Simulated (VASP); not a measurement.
# Cd3Se (I4/mmm) in VASP: settings compared

Cd3Se is run at these levels: r2SCAN, LDA; tasks: single point.

All numbers are computed with VASP 6.6.1; they aren't measurements. Logs are shortened: lines on timing, memory, paths and dates and some standing lists are left out, and cuts for length are marked.

### 1 The cell of the first run

It takes space group I4/mmm (No. 139, tetragonal). The conventional cell has a = 4.082 Å, b = 4.082 Å, c = 12.174 Å, α = 90.00°, β = 90.00°, γ = 90.00°. Within 3.8 Å of Cd (site symmetry 4/mmm) lie 4 Se at 2.89 Å and 8 Cd at 3.66 Å. Cd (site symmetry -4m2) has 8 Cd at 2.89 to 3.66 Å and 4 Se at 3.66 Å within 3.8 Å. Se (site symmetry 4/mmm) has 12 Cd at 2.89 to 3.66 Å within 3.8 Å.

### 2 Single point, r2SCAN

Contents of POSCAR:

```
Cd3Se
1.0
   -2.0409530000      2.0409530000      6.0870800000
    2.0409530000     -2.0409530000      6.0870800000
    2.0409530000      2.0409530000     -6.0870800000
Cd Se
3 1
Direct
    0.5000000000      0.5000000000      0.0000000000
    0.2500000000      0.7500000000      0.5000000000
    0.7500000000      0.2500000000      0.5000000000
    0.0000000000      0.0000000000      0.0000000000
```

Contents of INCAR.step1:

```
  ALGO = Normal
  EDIFF = 1E-4
  ENCUT = 520
  GGA = PE
  ISMEAR = -1
  LASPH = T
  LCHARG = F
  LREAL = F
  LWAVE = T
  NBANDS = 29
  NELM = 80
  PREC = Accurate
  SIGMA = 0.05
```

Contents of INCAR.step2:

```
  ALGO = Normal
  EDIFF = 1E-6
  ENCUT = 520
  ISIF = 2
  ISMEAR = -1
  ISTART = 1
  LASPH = T
  LCHARG = F
  LMIXTAU = T
  LREAL = F
  LWAVE = F
  METAGGA = R2SCAN
  NBANDS = 29
  NELM = 80
  PREC = Accurate
  SIGMA = 0.05
```

Contents of KPOINTS:

```
k-points
0
Gamma
  9 9 9
```

Potentials or basis: VASP PAW PBE potentials, release 64 (Cd, Se).

The run is started by

```bash
$ cat potpaw_PBE.64/Cd/POTCAR potpaw_PBE.64/Se/POTCAR > POTCAR
$ cp INCAR.step1 INCAR
$ mpirun -np 1 vasp_std > vasp.out
$ cp INCAR.step2 INCAR
$ mpirun -np 1 vasp_std > vasp.out
```

OUTCAR:

```text
EDIFF = 1E-6
   ENCUT = 520
   ISIF = 2
   ISMEAR = -1
   ISTART = 1
   LASPH = T
   LREAL = F
   METAGGA = R2SCAN
   NELM = 80
   PREC = Accurate

 ion  position               nearest neighbor table
   1  0.500  0.500  0.000-   4 2.89   4 2.89   4 2.89   4 2.89   3 3.66   2 3.66   3 3.66   3 3.66
                             2 3.66   2 3.66   3 3.66   2 3.66
   2  0.250  0.750  0.500-   3 2.89   3 2.89   3 2.89   3 2.89   1 3.66   1 3.66   1 3.66   1 3.66

   3  0.750  0.250  0.500-   2 2.89   2 2.89   2 2.89   2 2.89   1 3.66   1 3.66   1 3.66   1 3.66

   4  0.000  0.000  0.000-   1 2.89   1 2.89   1 2.89   1 2.89

  LATTYP: Found a body centered tetragonal cell.
 ALAT       =     4.0819060000
 C/A-ratio  =     2.9824694640

  Lattice vectors:

 A1 = (  -2.0409530000,   2.0409530000,   6.0870800000)
 A2 = (   2.0409530000,  -2.0409530000,   6.0870800000)
 A3 = (   2.0409530000,   2.0409530000,  -6.0870800000)

Analysis of symmetry for initial positions (statically):
=====================================================================
 Subroutine PRICEL returns:
 Original cell was already a primitive cell.

 Routine SETGRP: Setting up the symmetry group for a
 body centered tetragonal supercell.

 Subroutine GETGRP returns: Found 16 space group operations
 (whereof 16 operations were pure point group operations)
 out of a pool of 16 trial point group operations.

The static configuration has the point symmetry D_4h.

Analysis of symmetry for dynamics (positions and initial velocities):
=====================================================================
 Subroutine PRICEL returns:
 Original cell was already a primitive cell.

 Routine SETGRP: Setting up the symmetry group for a
 body centered tetragonal supercell.

 Subroutine GETGRP returns: Found 16 space group operations
 (whereof 16 operations were pure point group operations)
 out of a pool of 16 trial point group operations.

The dynamic configuration has the point symmetry D_4h.

 Subroutine INISYM returns: Found 16 space group operations
 (whereof 16 operations are pure point group operations),
 and found     1 'primitive' translations

----------------------------------------------------------------------------------------

                                     Primitive cell

  volume of cell :     101.4227

  direct lattice vectors                    reciprocal lattice vectors
    -2.040953000  2.040953000  6.087080000     0.000000000  0.244983593  0.082141191
     2.040953000 -2.040953000  6.087080000     0.244983593  0.000000000  0.082141191
     2.040953000  2.040953000 -6.087080000     0.244983593  0.244983593  0.000000000

  length of vectors
     6.736729267  6.736729267  6.736729267     0.258387570  0.258387570  0.346459120

  position of ions in fractional coordinates (direct lattice)
     0.500000000  0.500000000  0.000000000
     0.250000000  0.750000000  0.500000000
     0.750000000  0.250000000  0.500000000
     0.000000000  0.000000000  0.000000000

  ion indices of the primitive-cell ions
   primitive index   ion index
                 1           1
                 2           2
                 3           3
                 4           4

----------------------------------------------------------------------------------------

 KPOINTS: k-points

Automatic generation of k-mesh.
 Grid dimensions read from file:
 generate k-points for:    9    9    9

 Generating k-lattice:

  Cartesian coordinates                     Fractional coordinates (reciprocal lattice)
     0.000000000  0.027220399  0.009126799     0.111111111 -0.000000000  0.000000000
     0.027220399  0.000000000  0.009126799    -0.000000000  0.111111111  0.000000000
     0.027220399  0.027220399  0.000000000     0.000000000  0.000000000  0.111111111

  Length of vectors
     0.028709730  0.028709730  0.038495458

  Shift w.r.t. Gamma in fractional coordinates (k-lattice)
     0.000000000  0.000000000  0.000000000

 Subroutine IBZKPT returns following result:
 ===========================================

 Found     75 irreducible k-points:

 Following reciprocal coordinates:
            Coordinates               Weight
  0.000000  0.000000  0.000000      1.000000
  0.111111  0.000000 -0.000000      8.000000
  0.222222  0.000000  0.000000      8.000000
  0.333333  0.000000 -0.000000      8.000000
  0.444444  0.000000  0.000000      8.000000
  0.111111  0.111111 -0.000000      8.000000
[... 16 lines left out ...]
 -0.333333  0.333333  0.000000      4.000000
  0.444444  0.444444  0.000000      8.000000
 [... further k-points ...]
   k-points           NKPTS =     75   k-points in BZ     NKDIM =     75   number of bands    NBANDS=     29
   number of dos      NEDOS =    301   number of ions     NIONS =      4
   total plane-waves  NPLWV = 125000
   dimension x,y,z NGX =    50 NGY =   50 NGZ =   50
   dimension x,y,z NGXF=   100 NGYF=  100 NGZF=  100
   ions per type =               3   1
[... 48 lines left out ...]
   NGX = 25   NGY = 25   NGZ = 25

 number of electron      41.9999997 magnetization

 Free energy of the ion-electron system (eV)
  ---------------------------------------------------
  ext. energy  EPLUGINS =         0.00000000
  ---------------------------------------------------
  free energy    TOTEN  =       -74.92858454 eV

  energy without entropy =      -74.92040216  energy(sigma->0) =      -74.92449335

 E-fermi :   2.0691     XC(G=0): -10.4856

 val. band max:        2.0660542218   @ k =  -0.3333   0.4444   0.3333
 cond. band min:       2.0825690691   @ k =   0.3333   0.3333   0.1111
 fundamental gap:      0.0165148473
 Fermi energy:         2.0691369940

 k-point     1 :       0.0000    0.0000    0.0000
  band No.  band energies     occupation
      1     -11.4845      2.00000
      2      -7.9741      2.00000
      3      -7.7099      2.00000
      4      -7.5659      2.00000
      5      -7.1651      2.00000
      6      -7.1651      2.00000
[... 21 lines left out ...]
     28      10.9075      0.00000
     29      10.9075      0.00000

 k-point     2 :       0.1111    0.0000   -0.0000
  band No.  band energies     occupation
      1     -11.4345      2.00000
      2      -7.9263      2.00000
      3      -7.6639      2.00000
      4      -7.5198      2.00000
      5      -7.1635      2.00000
      6      -7.1547      2.00000
[... 21 lines left out ...]
     28      10.1846      0.00000
     29      10.4929      0.00000

 k-point     3 :       0.2222    0.0000    0.0000
  band No.  band energies     occupation
      1     -11.3009      2.00000
      2      -7.7851      2.00000
      3      -7.5333      2.00000
      4      -7.3969      2.00000
      5      -7.1546      2.00000
      6      -7.1315      2.00000
[... 21 lines left out ...]
     28      10.1710      0.00000
     29      10.3932      0.00000

 k-point     4 :       0.3333    0.0000   -0.0000
  band No.  band energies     occupation
      1     -11.1350      2.00000
      2      -7.5580      2.00000
      3      -7.3414      2.00000
      4      -7.2455      2.00000
      5      -7.1390      2.00000
      6      -7.1355      2.00000
[... 21 lines left out ...]
     28       9.0915      0.00000
     29      10.5551      0.00000

 k-point     5 :       0.4444    0.0000    0.0000
  band No.  band energies     occupation
      1     -11.0167      2.00000
      2      -7.2627      2.00000
      3      -7.2297      2.00000
      4      -7.1624      2.00000
      5      -7.1163      2.00000
      6      -7.0858      2.00000
[... 21 lines left out ...]
     28       9.3796      0.00000
     29       9.5693      0.00000
[... 510 lines left out ...]
     28      10.5024      0.00000
     29      11.2714      0.00000

 k-point    22 :      -0.4444    0.3333   -0.0000
  band No.  band energies     occupation
      1     -11.0266      2.00000
      2      -7.6071      2.00000
      3      -7.4641      2.00000
      4      -7.3261      2.00000
      5      -7.2493      2.00000
      6      -7.0518      2.00000
[... 21 lines left out ...]
     28      10.2451      0.00000
     29      11.1428      0.00000

 k-point    23 :      -0.3333    0.3333    0.0000
  band No.  band energies     occupation
      1     -11.0521      2.00000
      2      -7.6796      2.00000
      3      -7.3132      2.00000
      4      -7.2686      2.00000
      5      -7.1624      2.00000
      6      -7.0695      2.00000
[... 21 lines left out ...]
     28       9.2945      0.00000
     29      11.1417      0.00000

 k-point    24 :       0.4444    0.4444    0.0000
  band No.  band energies     occupation
      1     -11.0281      2.00000
      2      -7.6313      2.00000
      3      -7.5820      2.00000
      4      -7.3549      2.00000
      5      -7.3178      2.00000
      6      -7.0640      2.00000
[... 21 lines left out ...]
     28      11.0312      0.00000
     29      11.5052      0.00000

 [... further k-points ...]

------------------------ aborting loop because EDIFF is reached ----------------------------------------

  FORCE on cell =-STRESS in cart. coord.  units (eV):
  Direction    XX          YY          ZZ          XY          YZ          ZX
  --------------------------------------------------------------------------------------
  -------------------------------------------------------------------------------------
  Total       -1.8449705     -1.8449705     -0.0539331      0.0000000      0.0000000     -0.0000000
  in kB      -29.1450629    -29.1450629     -0.8519828      0.0000000      0.0000000     -0.0000000
  external PRESSURE =     -19.7140362 kB  Pullay stress =       0.0000000 kB

 VOLUME and BASIS-vectors are now :
 -----------------------------------------------------------------------------
  energy-cutoff  :      520.00
  volume of cell :      101.42
      direct lattice vectors                 reciprocal lattice vectors
    -2.040953000  2.040953000  6.087080000     0.000000000  0.244983593  0.082141191
     2.040953000 -2.040953000  6.087080000     0.244983593  0.000000000  0.082141191
     2.040953000  2.040953000 -6.087080000     0.244983593  0.244983593  0.000000000

 POSITION                                       TOTAL-FORCE (eV/Angst)
 -----------------------------------------------------------------------------------
      0.00000      0.00000      6.08708        -0.000000      0.000000     -0.000000
      2.04095      0.00000      3.04354         0.000000      0.000000     -0.000000
      0.00000      2.04095      3.04354         0.000000     -0.000000      0.000000
      0.00000      0.00000      0.00000        -0.000000      0.000000     -0.000000
 -----------------------------------------------------------------------------------
    total drift:                               -0.000000      0.000000      0.000000

  FREE ENERGIE OF THE ION-ELECTRON SYSTEM (eV)
  ---------------------------------------------------
  free  energy   TOTEN  =       -74.9285845404 eV

  energy  without entropy=      -74.9204021624  energy(sigma->0) =      -74.92449335
```

It took 32 min on 1 thread of Intel Xeon Platinum 8175M at 2.50GHz (Skylake/Cascade Lake), shared host; peak memory 0.5 GiB.

What came out:

```yaml
Free_energy: -74.9286 eV
Pressure: -2.0 GPa
Band_gap_on_the_k_mesh: zero (band 21 reaches 2.97 eV, above the bottom of band 22 at 1.33 eV)
```

Stress tensor (GPa, compression positive):
```
-2.91  0.00  0.00
 0.00 -2.91  0.00
 0.00  0.00 -0.09
```

Caveat: the PAW data sets were made with another functional, which shifts forces and pressure a little.

### 3 Single point, LDA

This run uses another cell than the first one, of 23.83 Å³/atom, 0.940 times its volume.

Contents of INCAR:

```
  PREC = Accurate
  ENCUT = 520
  EDIFF = 1E-6
  ISMEAR = -1
  SIGMA = 0.05
  LREAL = F
  LASPH = T
  NELM = 80
  ALGO = Normal
  ISIF = 2
  LWAVE = F
  LCHARG = F
  GGA = CA
  NBANDS = 29
```

Contents of KPOINTS:

```
Automatic mesh
0
Gamma
  9 9 9
```

Contents of POSCAR:

```
Cd3Se
1.0
   -1.9992892073      1.9992892073      5.9628190106
    1.9992892073     -1.9992892073      5.9628190106
    1.9992892073      1.9992892073     -5.9628190106
Cd Se
3 1
Direct
    0.5000000000      0.5000000000      0.0000000000
    0.2500000000      0.7500000000      0.5000000000
    0.7500000000      0.2500000000      0.5000000000
    0.0000000000      0.0000000000      0.0000000000
```

Potentials or basis: VASP PAW LDA potentials, release 64 (Cd, Se).

The run is started by

```bash
$ cat potpaw_LDA.64/Cd/POTCAR potpaw_LDA.64/Se/POTCAR > POTCAR
$ mpirun -np 1 vasp_std > vasp.out
```

Wall time 2.9 min (1 thread of Intel Xeon 6975P-C (Granite Rapids), shared host); peak memory 0.38 GiB.

Results (log left out):

```yaml
Free_energy: -8.6592 eV
Pressure: -3.2 GPa
Band_gap_on_the_k_mesh: zero (band 21 reaches 3.25 eV, above the bottom of band 22 at 1.54 eV)
```

Stress tensor (GPa, compression positive):
```
-3.81  0.00  0.00
 0.00 -3.81  0.00
 0.00  0.00 -1.94
```

Levels at points of the mesh, in eV from the Fermi level:
```tsv
k point	band 19	band 20	band 21	band 22	band 23	band 24
(0.00, 0.00, 0.00)	-2.03	-2.03	-0.55	2.44	2.72	2.72
```

### 4 Single point, LDA

This run uses another cell than the first one, of 24.34 Å³/atom, 0.960 times its volume.

Contents of INCAR:

```
SYSTEM = Cd3Se
PREC     = Accurate       ! precision mode
ENCUT    = 520            ! plane-wave cutoff, eV
EDIFF    = 1E-7           ! SCF threshold, eV
ISMEAR   = -1             ! smearing method
SIGMA    = 0.05           ! smearing width, eV
LREAL    = .FALSE.        ! projectors in reciprocal space
LASPH    = .TRUE.         ! aspherical terms in the spheres
NELM     = 100            ! most SCF steps
ALGO     = Normal         ! electronic algorithm
ISIF     = 2              ! what is computed and relaxed
LWAVE    = .FALSE.        ! write WAVECAR
LCHARG   = .TRUE.         ! write CHGCAR
LELF     = .TRUE.         ! ELF
LVHAR    = .TRUE.       
NBANDS   = 29             ! bands
```

Contents of KPOINTS:

```
regular mesh
0
G
  9 9 9
  0 0 0
```

Contents of POSCAR:

```
Cd3Se
1.0
   -2.0133691727      2.0133691727      6.0048120774
    2.0133691727     -2.0133691727      6.0048120774
    2.0133691727      2.0133691727     -6.0048120774
Cd Se
3 1
Direct
    0.5000000000      0.5000000000      0.0000000000
    0.2500000000      0.7500000000      0.5000000000
    0.7500000000      0.2500000000      0.5000000000
    0.0000000000      0.0000000000      0.0000000000
```

The run is started by

```bash
$ cat potpaw_LDA.64/Cd/POTCAR potpaw_LDA.64/Se/POTCAR > POTCAR
$ mpirun -np 1 vasp_std > vasp.out
```

It took 3.9 min on 1 thread of Intel Xeon 6975P-C (Granite Rapids), shared host; peak memory 0.37 GiB.

The run converged. Its results:

* Free energy: -8.6135 eV
* Pressure: -4.0 GPa
* Band gap on the k mesh: zero (band 21 reaches 3.04 eV, above the bottom of band 22 at 1.36 eV)

Stress tensor (GPa, compression positive):
```
-4.85  0.00  0.00
 0.00 -4.85  0.00
 0.00  0.00 -2.35
```

Levels at points of the mesh, in eV from the Fermi level:
| k point | band 19 | band 20 | band 21 | band 22 | band 23 | band 24 |
| --- | --- | --- | --- | --- | --- | --- |
| (0.00, 0.00, 0.00) | -1.97 | -1.97 | -0.58 | 2.43 | 2.72 | 2.72 |

### 5 Single point, LDA

This run uses another cell than the first one, of 24.85 Å³/atom, 0.980 times its volume.

Contents of INCAR:

```
SYSTEM = Cd3Se
PREC = Accurate ; ENCUT = 520
EDIFF = 1E-7 ; ISMEAR = -1
SIGMA = 0.05 ; LREAL = .False.
LASPH = .True. ; NELM = 60
ALGO = Normal ; ISIF = 2
LWAVE = .False. ; LCHARG = .False.
NBANDS = 29
```

Contents of KPOINTS:

```
regular mesh
0
Gamma
  9 9 9
  0 0 0
```

Contents of POSCAR:

```
Cd3Se
1.0
   -2.0272549161      2.0272549161      6.0462258831
    2.0272549161     -2.0272549161      6.0462258831
    2.0272549161      2.0272549161     -6.0462258831
Cd Se
3 1
Direct
    0.5000000000      0.5000000000      0.0000000000
    0.2500000000      0.7500000000      0.5000000000
    0.7500000000      0.2500000000      0.5000000000
    0.0000000000      0.0000000000      0.0000000000
```

The run is started by

```bash
$ cat potpaw_LDA.64/Cd/POTCAR potpaw_LDA.64/Se/POTCAR > POTCAR
$ mpirun -np 1 vasp_std > vasp.out
```

Run time: 2.8 min. Hardware: 1 thread of Intel Xeon 6975P-C (Granite Rapids), shared host; peak memory 0.37 GiB.

The run converged. Its results:

```yaml
Free_energy: -8.5581 eV
Pressure: -4.7 GPa
Band_gap_on_the_k_mesh: zero (band 21 reaches 2.83 eV, above the bottom of band 22 at 1.19 eV)
```

Stress tensor (GPa, compression positive):
```
-5.75  0.00  0.00
 0.00 -5.75  0.00
 0.00  0.00 -2.69
```

Levels at points of the mesh, in eV from the Fermi level:
| k point | band 18 | band 19 | band 20 | band 21 | band 22 | band 23 | band 24 | band 25 |
| --- | --- | --- | --- | --- | --- | --- | --- | --- |
| (0.00, 0.00, 0.00) | -3.57 | -1.90 | -1.90 | -0.61 | 2.41 | 2.72 | 2.72 | 4.36 |

### 6 Single point, LDA

INCAR, as its differences from that of step 5:

```diff
@@ -4,3 +4,3 @@
 SIGMA = 0.05 ; LREAL = .False.
-LASPH = .True. ; NELM = 60
+LASPH = .True. ; NELM = 100
 ALGO = Normal ; ISIF = 2
```

KPOINTS is that of step 5.

Contents of POSCAR:

```
Cd3Se
1.0
   -2.0409530000      2.0409530000      6.0870800000
    2.0409530000     -2.0409530000      6.0870800000
    2.0409530000      2.0409530000     -6.0870800000
Cd Se
3 1
Direct
    0.5000000000      0.5000000000      0.0000000000
    0.2500000000      0.7500000000      0.5000000000
    0.7500000000      0.2500000000      0.5000000000
    0.0000000000      0.0000000000      0.0000000000
```

Potentials or basis: VASP PAW LDA potentials, release 64 (Cd, Se).

The run is started by

```bash
$ cat potpaw_LDA.64/Cd/POTCAR potpaw_LDA.64/Se/POTCAR > POTCAR
$ mpirun -np 1 vasp_std > vasp.out
```

It took 2.4 min on 1 thread of Intel Xeon 6975P-C (Granite Rapids), shared host; peak memory 0.38 GiB.

It converged, with:

- Free energy: -8.4943 eV
- Pressure: -5.3 GPa
- Band gap on the k mesh: zero (band 21 reaches 2.63 eV, above the bottom of band 22 at 1.02 eV)

Stress tensor (GPa, compression positive):
```
-6.52  0.00  0.00
 0.00 -6.52  0.00
 0.00  0.00 -2.99
```

Levels at points of the mesh, in eV from the Fermi level:
```
           k point  band 17  band 18  band 19  band 20  band 21  band 22  band 23  band 24  band 25  band 26
(0.00, 0.00, 0.00)    -5.60    -3.45    -1.84    -1.84    -0.64     2.40     2.72     2.72     4.25     4.91
```

### 7 The runs side by side

| level | potentials or basis | cell | gap on the mesh (eV) | pressure (GPa) |
| --- | --- | --- | --- | --- |
| r2SCAN | VASP PAW PBE potentials, release 64 (Cd, Se) | a = 6.737 Å, angles 144.7, 144.7, 50.7°, 4 atoms | none | -2.0 |
| LDA | VASP PAW LDA potentials, release 64 (Cd, Se) | a = 6.599 Å, angles 144.7, 144.7, 50.7°, 4 atoms | none | -3.2 |
| LDA | VASP PAW LDA potentials, release 64 (Cd, Se) | a = 6.646 Å, angles 144.7, 144.7, 50.7°, 4 atoms | none | -4.0 |
| LDA | VASP PAW LDA potentials, release 64 (Cd, Se) | a = 6.692 Å, angles 144.7, 144.7, 50.7°, 4 atoms | none | -4.7 |
| LDA | VASP PAW LDA potentials, release 64 (Cd, Se) | a = 6.737 Å, angles 144.7, 144.7, 50.7°, 4 atoms | none | -5.3 |

Alike in all rows: task single point; no spin polarisation; k mesh 9 × 9 × 9; cutoff (eV) 520; smearing fermi-dirac 0.05 eV.

Caveats: the PAW data sets were made with another functional, which shifts forces and pressure a little (some runs).

Absolute energies hang on the potentials; compare differences alone.
